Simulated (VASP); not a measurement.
# Si (P6_3/mmc) in VASP: notebook

The runs below take Si through single point, with PBE.

All numbers are computed with VASP 6.6.1; they aren't measurements. Logs are shortened: lines on timing, memory, paths and dates and some standing lists are left out, and cuts for length are marked.

## Step 1: The cell of the first run

Symmetry: P6_3/mmc, No. 194, hexagonal system. Conventional cell: a = 3.850 Å, b = 3.850 Å, c = 6.270 Å, α = 90.00°, β = 90.00°, γ = 120.00°. Within 3.1 Å of Si (site symmetry 3m) lie 4 Si at 2.34 to 2.36 Å.

This isn't the form of Si at room conditions, which is diamond.

## Step 2: Single point, PBE

INCAR

```
PREC = Accurate
ENCUT = 500
EDIFF = 1E-6
ISMEAR = -1
SIGMA = 0.05
LREAL = False
LASPH = True
NELM = 120
ALGO = Normal
ISIF = 2
LWAVE = False
LCHARG = False
GGA = PE
NBANDS = 16
GGA_COMPAT = False
```

KPOINTS

```
Automatic mesh
0
Gamma
  10 10 6
```

POSCAR

```
Si
1.0
    3.8504735850      0.0000000000      0.0000000000
   -1.9252372950      3.3346080900      0.0000000000
    0.0000000000      0.0000000000      6.2697675800
Si
4
Direct
    0.3333333333      0.6666666667      0.0630090000
    0.6666666667      0.3333333333      0.5630100000
    0.3333333333      0.6666666667      0.4369910000
    0.6666666667      0.3333333333      0.9369900000
```

Potentials or basis: VASP PAW PBE potentials, release 64 (Si).

Launch:

```console
$ cat potpaw_PBE.64/Si/POTCAR > POTCAR
$ mpirun -np 1 vasp_std > vasp.out
```

OUTCAR:

```text
PREC = Accurate
   ENCUT = 500
   EDIFF = 1E-6
   ISMEAR = -1
   LREAL = False
   LASPH = True
   NELM = 120
   ISIF = 2
   GGA = PE

 ion  position               nearest neighbor table
   1  0.333  0.667  0.063-   3 2.34   4 2.36   4 2.36   4 2.36
   2  0.667  0.333  0.563-   4 2.34   3 2.36   3 2.36   3 2.36
   3  0.333  0.667  0.437-   1 2.34   2 2.36   2 2.36   2 2.36
   4  0.667  0.333  0.937-   2 2.34   1 2.36   1 2.36   1 2.36

  LATTYP: Found a hexagonal cell.
 ALAT       =     3.8504735850
 C/A-ratio  =     1.6283107627

  Lattice vectors:

 A1 = (   3.8504735850,   0.0000000000,   0.0000000000)
 A2 = (  -1.9252372950,   3.3346080900,   0.0000000000)
 A3 = (   0.0000000000,   0.0000000000,   6.2697675800)

Analysis of symmetry for initial positions (statically):
=====================================================================
 Subroutine PRICEL returns:
 Original cell was already a primitive cell.

 Routine SETGRP: Setting up the symmetry group for a
 hexagonal supercell.

 Subroutine GETGRP returns: Found 24 space group operations
 (whereof 12 operations were pure point group operations)
 out of a pool of 24 trial point group operations.

The static configuration has the point symmetry D_3d.
 The point group associated with its full space group is D_6h.

Analysis of symmetry for dynamics (positions and initial velocities):
=====================================================================
 Subroutine PRICEL returns:
 Original cell was already a primitive cell.

 Routine SETGRP: Setting up the symmetry group for a
 hexagonal supercell.

 Subroutine GETGRP returns: Found 24 space group operations
 (whereof 12 operations were pure point group operations)
 out of a pool of 24 trial point group operations.

The dynamic configuration has the point symmetry D_3d.
 The point group associated with its full space group is D_6h.

 Subroutine INISYM returns: Found 24 space group operations
 (whereof 12 operations are pure point group operations),
 and found     1 'primitive' translations

----------------------------------------------------------------------------------------

                                     Primitive cell

  volume of cell :      80.5027

  direct lattice vectors                    reciprocal lattice vectors
     3.850473585  0.000000000  0.000000000     0.259708313  0.149942697  0.000000000
    -1.925237295  3.334608090  0.000000000     0.000000000  0.299885316  0.000000000
     0.000000000  0.000000000  6.269767580     0.000000000  0.000000000  0.159495545

  length of vectors
     3.850473585  3.850473965  6.269767580     0.299885345  0.299885316  0.159495545

  position of ions in fractional coordinates (direct lattice)
     0.333333333  0.666666667  0.063009000
     0.666666667  0.333333333  0.563010000
     0.333333333  0.666666667  0.436991000
     0.666666667  0.333333333  0.936990000

  ion indices of the primitive-cell ions
   primitive index   ion index
                 1           1
                 2           2
                 3           3
                 4           4

----------------------------------------------------------------------------------------

 KPOINTS: Automatic mesh

Automatic generation of k-mesh.
 Grid dimensions read from file:
 generate k-points for:   10   10    6

 Generating k-lattice:

  Cartesian coordinates                     Fractional coordinates (reciprocal lattice)
     0.025970831  0.014994270  0.000000000     0.100000000  0.000000000  0.000000000
     0.000000000  0.029988532  0.000000000     0.000000000  0.100000000  0.000000000
     0.000000000  0.000000000  0.026582591     0.000000000  0.000000000  0.166666667

  Length of vectors
     0.029988535  0.029988532  0.026582591

  Shift w.r.t. Gamma in fractional coordinates (k-lattice)
     0.000000000  0.000000000  0.000000000

 Subroutine IBZKPT returns following result:
 ===========================================

 Found     56 irreducible k-points:

 Following reciprocal coordinates:
            Coordinates               Weight
  0.000000  0.000000  0.000000      1.000000
  0.100000  0.000000  0.000000      6.000000
  0.200000  0.000000  0.000000      6.000000
  0.300000  0.000000  0.000000      6.000000
  0.400000  0.000000  0.000000      6.000000
  0.500000  0.000000  0.000000      3.000000
[... 16 lines left out ...]
  0.300000  0.100000  0.166667     24.000000
  0.400000  0.100000  0.166667     24.000000
 [... further k-points ...]
   k-points           NKPTS =     56   k-points in BZ     NKDIM =     56   number of bands    NBANDS=     16
   number of dos      NEDOS =    301   number of ions     NIONS =      4
   total plane-waves  NPLWV =  37632
   dimension x,y,z NGX =    28 NGY =   28 NGZ =   48
   dimension x,y,z NGXF=    56 NGYF=   56 NGZF=   96
   ions per type =               4
   NGX,Y,Z   is equivalent  to a cutoff of  12.09, 12.09, 12.73 a.u.
   NGXF,Y,Z  is equivalent  to a cutoff of  24.18, 24.18, 25.45 a.u.
 SYSTEM =  unknown system
   PREC   = accura    normal or accurate (medium, high low for compatibility)
   ISTART =      0    job   : 0-new  1-cont  2-samecut
   ICHARG =      2    charge: 1-file 2-atom 10-const
   ISPIN  =      1    spin polarized calculation?
   LNONCOLLINEAR =      F non collinear calculations
   LSORBIT =      F    spin-orbit coupling
   LASPH  =      T    aspherical Exc in radial PAW
   ENCUT  =  500.0 eV  36.75 Ry    6.06 a.u.   7.02  7.02 11.43*2*pi/ulx,y,z
   NELM   =    120;   NELMIN=  2; NELMDL= -5     # of ELM steps
   EDIFF  = 0.1E-05   stopping-criterion for ELM
   LREAL  =      F    real-space projection
   EDIFFG = 0.1E-04   stopping-criterion for IOM
   NSW    =      0    number of steps for IOM
   IBRION =     -1    ionic relax: 0-MD 1-quasi-New 2-CG
   NFREE  =      0    steps in history (QN), initial steepest desc. (CG)
   ISIF   =      2    stress and relaxation
   ISYM   =      2    0-nonsym 1-usesym 2-fastsym
   POTIM  = 0.5000    time-step for ionic-motion
   TEBEG  =    0.0;   TEEND  =   0.0 temperature during run
   PSTRESS=    0.0 pullay stress
   NELECT =      16.0000    total number of electrons
   NUPDOWN=      -1.0000    fix difference up-down
   EMIN   =  10.00;   EMAX   =-10.00  energy-range for DOS
   EFERMI =   0.00;   METHOD = LEGACY
   ISMEAR =    -1;   SIGMA  =   0.05  broadening in eV -4-tet -1-fermi 0-gaus
   EFERMI_NEDOS =   21; number of points for ismear=-14 and -15
   IALGO  =     38    algorithm
   IMIX   =      4    mixing-type and parameters
     AMIX     =   0.40;   BMIX     =  1.00
     AMIX_MAG =   1.60;   BMIX_MAG =  1.00
  volume/ion in A,a.u.               =      20.13       135.81
  Fermi-wavevector in a.u.,A,eV,Ry     =   0.955384  1.805414 12.418838  0.912759
  Thomas-Fermi vector in A             =   2.084217
   LORBIT       =      0    0 simple, 1 ext, 2 COOP (PROOUT), +10 PAW based schemes
   GGA     = PE    functional components
   LHFCALC =     F    Hartree Fock is set to
   AEXX    =    0.0000 exact exchange contribution
   IVDW    =     0    specifies the selected vdW correction
   LEPSILON=     F    determine dielectric tensor
   LRPA    =     F    only Hartree local field effects (RPA)
 non-spin polarized calculation
  energy-cutoff  :      500.00
  volume of cell :       80.50
 maximum number of plane-waves:      2060
 NGX is ok and might be reduce to    28
   NGX = 13   NGY = 13   NGZ = 23

 number of electron      15.9999999 magnetization

 Free energy of the ion-electron system (eV)
  ---------------------------------------------------
  ext. energy  EPLUGINS =         0.00000000
  ---------------------------------------------------
  free energy    TOTEN  =       -21.64068233 eV

  energy without entropy =      -21.64052110  energy(sigma->0) =      -21.64060171

 E-fermi :   6.1885     XC(G=0):  -9.3831

 val. band max:        6.0319837982   @ k =   0.0000   0.0000   0.0000
 cond. band min:       6.3844188878   @ k =   0.5000   0.0000   0.0000
 fundamental gap:      0.3524350897
 Fermi energy:         6.1884958636

 k-point     1 :       0.0000    0.0000    0.0000
  band No.  band energies     occupation
      1      -6.1642      2.00000
      2      -3.7773      2.00000
      3      -1.2103      2.00000
      4       4.4328      2.00000
      5       4.4328      2.00000
      6       5.6956      1.99990
[... 8 lines left out ...]
     15      10.2098      0.00000
     16      11.8730      0.00000

 k-point     2 :       0.1000    0.0000    0.0000
  band No.  band energies     occupation
      1      -6.0494      2.00000
      2      -3.6599      2.00000
      3      -1.1537      2.00000
      4       3.5236      2.00000
      5       4.2024      2.00000
      6       5.1912      2.00000
[... 8 lines left out ...]
     15      10.6437      0.00000
     16      11.2341      0.00000

 k-point     3 :       0.2000    0.0000    0.0000
  band No.  band energies     occupation
      1      -5.7098      2.00000
      2      -3.3114      2.00000
      3      -1.0490      2.00000
      4       2.1421      2.00000
      5       3.6759      2.00000
      6       3.7370      2.00000
[... 8 lines left out ...]
     15      11.6927      0.00000
     16      11.7488      0.00000

 k-point     4 :       0.3000    0.0000    0.0000
  band No.  band energies     occupation
      1      -5.1640      2.00000
      2      -2.7473      2.00000
      3      -1.2022      2.00000
      4       1.2237      2.00000
      5       2.1534      2.00000
      6       3.3059      2.00000
[... 8 lines left out ...]
     15      12.5544      0.00000
     16      12.7903      0.00000
[... 324 lines left out ...]
 k-point    22 :       0.2000    0.1000    0.1667
  band No.  band energies     occupation
      1      -5.2866      2.00000
      2      -3.3440      2.00000
      3      -0.6221      2.00000
      4       1.7507      2.00000
      5       2.4214      2.00000
      6       3.1175      2.00000
[... 8 lines left out ...]
     15      11.5427      0.00000
     16      12.1636      0.00000

 k-point    23 :       0.3000    0.1000    0.1667
  band No.  band energies     occupation
      1      -4.6596      2.00000
      2      -2.7490      2.00000
      3      -1.1757      2.00000
      4       1.0995      2.00000
      5       1.5018      2.00000
      6       2.6784      2.00000
[... 8 lines left out ...]
     15      12.1507      0.00000
     16      13.1098      0.00000

 k-point    24 :       0.4000    0.1000    0.1667
  band No.  band energies     occupation
      1      -3.9941      2.00000
      2      -2.4447      2.00000
      3      -1.6105      2.00000
      4       0.0447      2.00000
      5       1.6787      2.00000
      6       2.5679      2.00000
[... 8 lines left out ...]
     15      13.6292      0.00000
     16      14.3154      0.00000

 [... further k-points ...]
[... 5 lines left out ...]
  --------------------------------------------------------------------------------------
  -------------------------------------------------------------------------------------
  Total        0.1203573      0.1203573      1.8726887     -0.0000000      0.0000000      0.0000000
  in kB        2.3953704      2.3953706     37.2705482     -0.0000004      0.0000000      0.0000000
  external PRESSURE =      14.0204297 kB  Pullay stress =       0.0000000 kB

 VOLUME and BASIS-vectors are now :
 -----------------------------------------------------------------------------
  energy-cutoff  :      500.00
  volume of cell :       80.50
      direct lattice vectors                 reciprocal lattice vectors
     3.850473585  0.000000000  0.000000000     0.259708313  0.149942697  0.000000000
    -1.925237295  3.334608090  0.000000000     0.000000000  0.299885316  0.000000000
     0.000000000  0.000000000  6.269767580     0.000000000  0.000000000  0.159495545

 POSITION                                       TOTAL-FORCE (eV/Angst)
 -----------------------------------------------------------------------------------
     -0.00000      2.22307      0.39505        -0.000000     -0.000000     -0.174132
      1.92524      1.11154      3.52994         0.000000     -0.000000     -0.174132
     -0.00000      2.22307      2.73983         0.000000      0.000000      0.174132
      1.92524      1.11154      5.87471        -0.000000      0.000000      0.174132
 -----------------------------------------------------------------------------------
    total drift:                               -0.000000      0.000000     -0.000299

  FREE ENERGIE OF THE ION-ELECTRON SYSTEM (eV)
  ---------------------------------------------------
  free  energy   TOTEN  =       -21.6406823263 eV

  energy  without entropy=      -21.6405211008  energy(sigma->0) =      -21.64060171
```

It took 88 s on 1 thread of Intel Xeon 8259CL, shared host; peak memory 0.17 GiB.

What came out:

```yaml
Free_energy: -21.6407 eV
Pressure: 1.4 GPa
Largest_force: 0.174 eV/Å
Band_gap_on_the_k_mesh: 0.35 eV (least direct gap 0.87 eV)
```

Forces in eV/Å, atoms in the order of the input:
```
Si   0.000  0.000 -0.174
Si   0.000  0.000 -0.174
Si   0.000  0.000  0.174
Si   0.000  0.000  0.174
```

## Step 3: Single point, PBE

INCAR is that of step 2.

KPOINTS

```
regular mesh
0
Gamma
  10 10 6
```

POSCAR

```
Si
1.0
    3.8696301700      0.0000000000      0.0000000000
   -1.9348155900      3.3511981800      0.0000000000
    0.0000000000      0.0000000000      6.2078443290
Si
4
Direct
    0.3333333333      0.6666666667      0.0630090000
    0.6666666667      0.3333333333      0.5630100000
    0.3333333333      0.6666666667      0.4369910000
    0.6666666667      0.3333333333      0.9369900000
```

Potentials or basis: VASP PAW PBE potentials, release 64 (Si).

Launch:

```console
$ cat potpaw_PBE.64/Si/POTCAR > POTCAR
$ mpirun -np 1 vasp_std > vasp.out
```

Run time: 1.8 min. Hardware: 1 thread of Intel Xeon 8259CL, shared host; peak memory 0.17 GiB.

It converged, with:

* Free energy: -21.6145 eV
* Pressure: 1.5 GPa
* Largest force: 0.358 eV/Å
* Band gap on the k mesh: 0.28 eV (least direct gap 0.70 eV)

Forces on the atoms (eV/Å):
```
Si   0.000  0.000 -0.358
Si   0.000  0.000 -0.358
Si   0.000  0.000  0.358
Si   0.000  0.000  0.358
```

Stress tensor (GPa, compression positive):
```
-0.85  0.00  0.00
 0.00 -0.85  0.00
 0.00  0.00  6.20
```

Levels at points of the mesh, in eV from the valence-band top:
```
           k point  band 4  band 5  band 6  band 7  band 8  band 9  band 10  band 11  band 12  band 13
(0.00, 0.00, 0.00)   -1.68   -1.68   -0.33    0.00    0.00    0.70     1.83     1.83     2.86     3.36
(0.50, 0.00, 0.00)   -5.85   -4.72   -3.17   -3.04   -1.39    0.28     2.38     2.96     3.05     4.88
(0.00, 0.00, 0.50)   -4.12   -1.04   -1.04   -1.04   -1.04    1.57     1.57     2.88     2.88     2.88
(0.50, 0.00, 0.50)   -7.25   -2.48   -2.48   -2.37   -2.37    0.92     0.92     1.77     1.77     5.64
```

Caveat: the stress differs along the axes, from -1 to 6 GPa. A k mesh can miss the band edges.
